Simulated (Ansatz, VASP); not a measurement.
**Mn: VASP beside Ansatz**

```
Mn
1.0
     2.66026    0.00000    0.00000
     0.00000    2.66026    0.00000
     0.00000    0.00000    2.66026
Mn
1
Cartesian
  0.0000 0.0000 0.0000
```

Alike in both runs: functional r2SCAN; k mesh 20 × 20 × 20; occupations gaussian, width 0.1 eV; collinear spin.

Ansatz relaxed the structure, and its values are those at the end. VASP's run is a single point on that final structure, the one shown.

|  | VASP | Ansatz |
| --- | --- | --- |
| version | VASP 6.6.1 | Ansatz 0.2.0 |
| potentials or method | VASP PAW PBE potentials, release 64 (Mn_pv), cutoff 520 eV | scalar-relativistic, plane waves, PAW |
| valence electrons in the cell | 13 | 15 |

|  | VASP | Ansatz | Ansatz less VASP |
| --- | --- | --- | --- |
| gap on the k mesh at the Fermi level (eV) | none | none | - |
| pressure (GPa) | -0.1 | 0.0 | +0.12 |
| net moment per atom (μB) | 4.24 | 4.24 | +0.003 |
| size of the moment on the site where the two differ most (μB) | 4.09 | 4.09 | +0.002 |

VASP's potentials were made for PBE, not for r2SCAN. Site moments also hang on the region over which each program counts them. A gap of «none» marks a metal or a gap that the smearing closes. VASP's potentials hold 13 valence electrons a cell and Ansatz's 15, so a difference there can come from the potentials and not from the codes.
